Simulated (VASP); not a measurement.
# CaZrF6 (Fm-3m) in VASP: further runs

CaZrF6 is run at these levels: LDA; tasks: single point.

All numbers are computed with VASP 6.6.1; they aren't measurements. Logs are shortened: lines on timing, memory, paths and dates and some standing lists are left out, and cuts for length are marked.

## 1. The cell of the first run

It takes space group Fm-3m (No. 225, cubic). The conventional cell has a = 8.537 Å, b = 8.537 Å, c = 8.537 Å, α = 90.00°, β = 90.00°, γ = 90.00°. Within 3.0 Å of Ca (site symmetry m-3m) lie 6 F at 2.25 Å. Within 2.7 Å of Zr (site symmetry m-3m) lie 6 F at 2.02 Å. F (site symmetry 4mm) has 1 Zr at 2.02 Å and 1 Ca at 2.25 Å within 2.7 Å.

## 2. Single point, LDA

INCAR reads:

```
  ALGO = Normal
  EDIFF = 1E-6
  ENCUT = 600
  GGA = CA
  GGA_COMPAT = F
  ISIF = 2
  ISMEAR = 0
  LASPH = T
  LCHARG = T
  LELF = T
  LREAL = F
  LVHAR = T
  LWAVE = F
  NBANDS = 42
  NELM = 120
  PREC = Accurate
  SIGMA = 0.01
```

KPOINTS reads:

```
k-points
0
Gamma
  4 4 4
```

POSCAR reads:

```
CaZrF6
1.0
    0.0000000000      4.2683495000      4.2683495000
    4.2683495000      0.0000000000      4.2683495000
    4.2683495000      4.2683495000      0.0000000000
Ca Zr F
1 1 6
Direct
    0.5000000000      0.5000000000      0.5000000000
    0.0000000000      0.0000000000      0.0000000000
    0.7638120000      0.2361880000      0.2361880000
    0.2361880000      0.2361880000      0.7638120000
    0.7638120000      0.7638120000      0.2361880000
    0.2361880000      0.7638120000      0.2361880000
    0.7638120000      0.2361880000      0.7638120000
    0.2361880000      0.7638120000      0.7638120000
```

Potentials or basis: VASP PAW LDA potentials, release 64 (Ca_sv, Zr_sv, F).

Command:

```
$ cat potpaw_LDA.64/Ca_sv/POTCAR potpaw_LDA.64/Zr_sv/POTCAR potpaw_LDA.64/F/POTCAR > POTCAR
$ mpirun -np 1 vasp_std > vasp.out
```

OUTCAR:

```text
EDIFF = 1E-6
   ENCUT = 600
   GGA = CA
   ISIF = 2
   ISMEAR = 0
   LASPH = T
   LREAL = F
   NELM = 120
   PREC = Accurate

 ion  position               nearest neighbor table
   1  0.500  0.500  0.500-   3 2.25   4 2.25   5 2.25   6 2.25   7 2.25   8 2.25
   2  0.000  0.000  0.000-   3 2.02   4 2.02   5 2.02   6 2.02   7 2.02   8 2.02
   3  0.764  0.236  0.236-   2 2.02   1 2.25
   4  0.236  0.236  0.764-   2 2.02   1 2.25
   5  0.764  0.764  0.236-   2 2.02   1 2.25
   6  0.236  0.764  0.236-   2 2.02   1 2.25
   7  0.764  0.236  0.764-   2 2.02   1 2.25
   8  0.236  0.764  0.764-   2 2.02   1 2.25

  LATTYP: Found a face centered cubic cell.
 ALAT       =     8.5366990000

  Lattice vectors:

 A1 = (   0.0000000000,   4.2683495000,   4.2683495000)
 A2 = (   4.2683495000,   0.0000000000,   4.2683495000)
 A3 = (   4.2683495000,   4.2683495000,   0.0000000000)

Analysis of symmetry for initial positions (statically):
=====================================================================
 Subroutine PRICEL returns:
 Original cell was already a primitive cell.

 Routine SETGRP: Setting up the symmetry group for a
 face centered cubic supercell.

 Subroutine GETGRP returns: Found 48 space group operations
 (whereof 48 operations were pure point group operations)
 out of a pool of 48 trial point group operations.

The static configuration has the point symmetry O_h .

Analysis of symmetry for dynamics (positions and initial velocities):
=====================================================================
 Subroutine PRICEL returns:
 Original cell was already a primitive cell.

 Routine SETGRP: Setting up the symmetry group for a
 face centered cubic supercell.

 Subroutine GETGRP returns: Found 48 space group operations
 (whereof 48 operations were pure point group operations)
 out of a pool of 48 trial point group operations.

The dynamic configuration has the point symmetry O_h .

 Subroutine INISYM returns: Found 48 space group operations
 (whereof 48 operations are pure point group operations),
 and found     1 'primitive' translations

----------------------------------------------------------------------------------------

                                     Primitive cell

  volume of cell :     155.5285

  direct lattice vectors                    reciprocal lattice vectors
     0.000000000  4.268349500  4.268349500    -0.117141298  0.117141298  0.117141298
     4.268349500  0.000000000  4.268349500     0.117141298 -0.117141298  0.117141298
     4.268349500  4.268349500  0.000000000     0.117141298  0.117141298 -0.117141298

  length of vectors
     6.036357752  6.036357752  6.036357752     0.202894679  0.202894679  0.202894679

  position of ions in fractional coordinates (direct lattice)
     0.500000000  0.500000000  0.500000000
     0.000000000  0.000000000  0.000000000
     0.763812000  0.236188000  0.236188000
     0.236188000  0.236188000  0.763812000
     0.763812000  0.763812000  0.236188000
     0.236188000  0.763812000  0.236188000
     0.763812000  0.236188000  0.763812000
     0.236188000  0.763812000  0.763812000

  ion indices of the primitive-cell ions
   primitive index   ion index
                 1           1
                 2           2
                 3           3
                 4           4
                 5           5
                 6           6
                 7           7
                 8           8

----------------------------------------------------------------------------------------

 KPOINTS: k-points

Automatic generation of k-mesh.
 Grid dimensions read from file:
 generate k-points for:    4    4    4

 Generating k-lattice:

  Cartesian coordinates                     Fractional coordinates (reciprocal lattice)
    -0.029285324  0.029285324  0.029285324     0.250000000  0.000000000  0.000000000
     0.029285324 -0.029285324  0.029285324     0.000000000  0.250000000  0.000000000
     0.029285324  0.029285324 -0.029285324     0.000000000  0.000000000  0.250000000

  Length of vectors
     0.050723670  0.050723670  0.050723670

  Shift w.r.t. Gamma in fractional coordinates (k-lattice)
     0.000000000  0.000000000  0.000000000

 Subroutine IBZKPT returns following result:
 ===========================================

 Found      8 irreducible k-points:

 Following reciprocal coordinates:
            Coordinates               Weight
  0.000000  0.000000  0.000000      1.000000
  0.250000  0.000000  0.000000      8.000000
  0.500000  0.000000  0.000000      4.000000
  0.250000  0.250000  0.000000      6.000000
  0.500000  0.250000  0.000000     24.000000
 -0.250000  0.250000  0.000000     12.000000
  0.500000  0.500000  0.000000      3.000000
 -0.250000  0.500000  0.250000      6.000000
   k-points           NKPTS =      8   k-points in BZ     NKDIM =      8   number of bands    NBANDS=     42
   number of dos      NEDOS =    301   number of ions     NIONS =      8
   total plane-waves  NPLWV = 110592
   dimension x,y,z NGX =    48 NGY =   48 NGZ =   48
   dimension x,y,z NGXF=    96 NGYF=   96 NGZF=   96
   ions per type =               1   1   6
   NGX,Y,Z   is equivalent  to a cutoff of  13.22, 13.22, 13.22 a.u.
   NGXF,Y,Z  is equivalent  to a cutoff of  26.44, 26.44, 26.44 a.u.
 SYSTEM =  unknown system
   PREC   = accura    normal or accurate (medium, high low for compatibility)
   ISTART =      0    job   : 0-new  1-cont  2-samecut
   ICHARG =      2    charge: 1-file 2-atom 10-const
   ISPIN  =      1    spin polarized calculation?
   LNONCOLLINEAR =      F non collinear calculations
   LSORBIT =      F    spin-orbit coupling
   LASPH  =      T    aspherical Exc in radial PAW
   ENCUT  =  600.0 eV  44.10 Ry    6.64 a.u.  12.06 12.06 12.06*2*pi/ulx,y,z
   NELM   =    120;   NELMIN=  2; NELMDL= -5     # of ELM steps
   EDIFF  = 0.1E-05   stopping-criterion for ELM
   LREAL  =      F    real-space projection
   EDIFFG = 0.1E-04   stopping-criterion for IOM
   NSW    =      0    number of steps for IOM
   IBRION =     -1    ionic relax: 0-MD 1-quasi-New 2-CG
   NFREE  =      0    steps in history (QN), initial steepest desc. (CG)
   ISIF   =      2    stress and relaxation
   ISYM   =      2    0-nonsym 1-usesym 2-fastsym
   POTIM  = 0.5000    time-step for ionic-motion
   TEBEG  =    0.0;   TEEND  =   0.0 temperature during run
   PSTRESS=    0.0 pullay stress
   NELECT =      64.0000    total number of electrons
   NUPDOWN=      -1.0000    fix difference up-down
   EMIN   =  10.00;   EMAX   =-10.00  energy-range for DOS
   EFERMI =   0.00;   METHOD = LEGACY
   ISMEAR =     0;   SIGMA  =   0.01  broadening in eV -4-tet -1-fermi 0-gaus
   EFERMI_NEDOS =   21; number of points for ismear=-14 and -15
   IALGO  =     38    algorithm
   IMIX   =      4    mixing-type and parameters
     AMIX     =   0.40;   BMIX     =  1.00
     AMIX_MAG =   1.60;   BMIX_MAG =  1.00
  volume/ion in A,a.u.               =      19.44       131.19
  Fermi-wavevector in a.u.,A,eV,Ry     =   1.217675  2.301073 20.173811  1.482733
  Thomas-Fermi vector in A             =   2.352988
   LORBIT       =      0    0 simple, 1 ext, 2 COOP (PROOUT), +10 PAW based schemes
   GGA     = CA    functional components
   LHFCALC =     F    Hartree Fock is set to
   AEXX    =    0.0000 exact exchange contribution
   IVDW    =     0    specifies the selected vdW correction
   LEPSILON=     F    determine dielectric tensor
   LRPA    =     F    only Hartree local field effects (RPA)
 non-spin polarized calculation
 Gauss-broadening in eV      SIGMA  =   0.01
  energy-cutoff  :      600.00
  volume of cell :      155.53
 maximum number of plane-waves:      5218
   NGX = 25   NGY = 25   NGZ = 25

 number of electron      64.0000012 magnetization

 Free energy of the ion-electron system (eV)
  ---------------------------------------------------
  ext. energy  EPLUGINS =         0.00000000
  ---------------------------------------------------
  free energy    TOTEN  =       -56.10837526 eV

  energy without entropy =      -56.10837526  energy(sigma->0) =      -56.10837526

 E-fermi :  -3.8604     XC(G=0):  -8.1234

 val. band max:       -3.9810487802   @ k =   0.0000   0.0000   0.0000
 cond. band min:       2.8921389646   @ k =   0.0000   0.0000   0.0000
 fundamental gap:      6.8731877449
 Fermi energy:        -3.8603515562

 k-point     1 :       0.0000    0.0000    0.0000
  band No.  band energies     occupation
      1     -49.5514      2.00000
      2     -38.9499      2.00000
      3     -28.2900      2.00000
      4     -28.2900      2.00000
      5     -28.2900      2.00000
      6     -23.2591      2.00000
[... 34 lines left out ...]
     41       5.9654      0.00000
     42       7.3833      0.00000

 k-point     2 :       0.2500    0.0000    0.0000
  band No.  band energies     occupation
      1     -49.5514      2.00000
      2     -38.9499      2.00000
      3     -28.2895      2.00000
      4     -28.2885      2.00000
      5     -28.2885      2.00000
      6     -23.3489      2.00000
[... 34 lines left out ...]
     41       6.2583      0.00000
     42       7.2298      0.00000

 k-point     3 :       0.5000    0.0000    0.0000
  band No.  band energies     occupation
      1     -49.5514      2.00000
      2     -38.9499      2.00000
      3     -28.2889      2.00000
      4     -28.2870      2.00000
      5     -28.2870      2.00000
      6     -23.4179      2.00000
[... 177 lines left out ...]
      4     -28.2909      2.00000
      5     -28.2909      2.00000
      6     -23.2455      2.00000
[... 34 lines left out ...]
     41       6.0041      0.00000
     42       6.5235      0.00000

 k-point     8 :      -0.2500    0.5000    0.2500
  band No.  band energies     occupation
      1     -49.5514      2.00000
      2     -38.9499      2.00000
      3     -28.2913      2.00000
      4     -28.2913      2.00000
      5     -28.2876      2.00000
      6     -23.4108      2.00000
[... 34 lines left out ...]
     41       6.4126      0.00000
     42       6.4126      0.00000

------------------------ aborting loop because EDIFF is reached ----------------------------------------

  FORCE on cell =-STRESS in cart. coord.  units (eV):
  Direction    XX          YY          ZZ          XY          YZ          ZX
  --------------------------------------------------------------------------------------
  -------------------------------------------------------------------------------------
  Total       -3.1355302     -3.1355302     -3.1355302      0.0000000      0.0000000     -0.0000000
  in kB      -32.3006795    -32.3006795    -32.3006795      0.0000000      0.0000000     -0.0000000
  external PRESSURE =     -32.3006795 kB  Pullay stress =       0.0000000 kB

 VOLUME and BASIS-vectors are now :
 -----------------------------------------------------------------------------
  energy-cutoff  :      600.00
  volume of cell :      155.53
      direct lattice vectors                 reciprocal lattice vectors
     0.000000000  4.268349500  4.268349500    -0.117141298  0.117141298  0.117141298
     4.268349500  0.000000000  4.268349500     0.117141298 -0.117141298  0.117141298
     4.268349500  4.268349500  0.000000000     0.117141298  0.117141298 -0.117141298

 POSITION                                       TOTAL-FORCE (eV/Angst)
 -----------------------------------------------------------------------------------
      4.26835      4.26835      4.26835        -0.000000     -0.000000     -0.000000
      0.00000      0.00000      0.00000        -0.000000     -0.000000     -0.000000
      2.01627      4.26835      4.26835        -0.140574     -0.000000     -0.000000
      4.26835      4.26835      2.01627        -0.000000     -0.000000     -0.140574
      4.26835      4.26835      6.52043        -0.000000     -0.000000      0.140574
      4.26835      2.01627      4.26835        -0.000000     -0.140574     -0.000000
      4.26835      6.52043      4.26835        -0.000000      0.140574     -0.000000
      6.52043      4.26835      4.26835         0.140574     -0.000000     -0.000000
 -----------------------------------------------------------------------------------
    total drift:                                0.000000      0.000000      0.000000

  FREE ENERGIE OF THE ION-ELECTRON SYSTEM (eV)
  ---------------------------------------------------
  free  energy   TOTEN  =       -56.1083752584 eV

  energy  without entropy=      -56.1083752584  energy(sigma->0) =      -56.10837526
```

Run time: 54 s. Hardware: 1 thread of Intel Xeon Platinum 8559C (Emerald Rapids), shared host; peak memory 0.28 GiB.

Results:

- Free energy: -56.1084 eV
- Pressure: -3.2 GPa
- Largest force: 0.141 eV/Å
- Band gap on the k mesh: 6.87 eV

Forces on the atoms (eV/Å):
```
Ca   0.000  0.000  0.000
Zr   0.000  0.000  0.000
F   -0.141  0.000  0.000
F    0.000  0.000 -0.141
F    0.000  0.000  0.141
F    0.000 -0.141  0.000
F    0.000  0.141  0.000
F    0.141  0.000  0.000
```

Caveat: the cell stands under tension. A k mesh can miss the band edges.

(Continued in part 2 of 2.)
